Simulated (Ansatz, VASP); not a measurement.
**Al: VASP beside Ansatz**

```
CELL_PARAMETERS angstrom
0.00000 1.99669 1.99669
1.99669 0.00000 1.99669
1.99669 1.99669 0.00000
ATOMIC_POSITIONS crystal
Al 0.00000 0.00000 0.00000
```

Alike in both runs: task single point; functional r2SCAN; k mesh 14 × 14 × 14; occupations gaussian, width 0.2 eV; no spin polarisation.

```csv
,VASP,Ansatz
version,VASP 6.6.1,Ansatz 0.2.0
potentials or method,"VASP PAW PBE potentials, release 64 (Al), cutoff 520 eV","plane waves (500 eV) with PAW, scalar-relativistic"
valence electrons in the cell,3,3
```

|  | VASP | Ansatz | Ansatz less VASP |
| --- | --- | --- | --- |
| pressure (GPa) | -0.6 | -0.3 | +0.32 |

VASP's potentials were made for PBE, not for r2SCAN.
